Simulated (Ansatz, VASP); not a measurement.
## SiW3 in VASP and in Ansatz

Contents of INCAR:

```
ALGO = Fast
EDIFF = 1E-6
ENCUT = 520
GGA = PS
ISIF = 2
ISMEAR = 0
LASPH = True
LCHARG = False
LREAL = False
LWAVE = False
NBANDS = 31
NELM = 100
PREC = Accurate
SIGMA = 0.15
```

The input KPOINTS:

```
k-points
0
Gamma
  14 14 14
```

File POSCAR:

```
SiW3
1.0
   -2.4483355223      2.4483355223      2.5127654044
    2.4483355223     -2.4483355223      2.5127654044
    2.4483355223      2.4483355223     -2.5127654044
Si W
1 3
Direct
    0.0000000000      0.0000000000      0.0000000000
    0.5000000000      0.5000000000      0.0000000000
    0.5000000000      0.0000000000      0.5000000000
    0.0000000000      0.5000000000      0.5000000000
```

Input for Ansatz:

```yaml
crystal:
  lattice:
    - [-2.4483355223, 2.4483355223, 2.5127654044]
    - [2.4483355223, -2.4483355223, 2.5127654044]
    - [2.4483355223, 2.4483355223, -2.5127654044]
  atoms:
    - { symbol: Si, position: [0.0, 0.0, 0.0] }
    - { symbol: W, position: [0.5, 0.5, 0.0] }
    - { symbol: W, position: [0.5, 0.0, 0.5] }
    - { symbol: W, position: [0.0, 0.5, 0.5] }
basis:
  ecutwfc: 420
kpoints:
  mp_grid: { grid: [14, 14, 14] }
hamiltonian:
  xc: pbesol
scf:
  occupations: { method: gaussian, width: 0.15 }
output:
  forces: true
  stress: true
  eigenvalues: true
```

Change from the starting cell: strain -0.050 along x and y, -0.025 along z, atoms carried along.

Alike in both runs: task single point; functional PBEsol; k mesh 14 × 14 × 14; occupations gaussian, width 0.15 eV; no spin polarisation.

|  | VASP | Ansatz |
| --- | --- | --- |
| version | VASP 6.6.1 | Ansatz 0.2.0 |
| potentials or method | VASP PAW PBE potentials, release 64 (Si, W_sv), cutoff 520 eV | scalar-relativistic, plane waves, PAW |
| valence electrons in the cell | 46 | 46 |

```tsv
	VASP	Ansatz	Ansatz less VASP
gap on the k mesh at the Fermi level (eV)	none	none	-
pressure (GPa)	35.8	34.5	-1.24
traceless stress, the component that is largest in VASP (GPa)	-10.18	-9.90	+0.285
```

VASP's potentials were made for PBE, not for PBEsol. A gap of «none» marks a metal or a gap that the smearing closes. Both programs put the cell under a high pressure, so it lies far from rest at this level. With one functional, cell and mesh, what is left measures potentials, basis and numerics.

Spin-orbit coupling is off throughout.
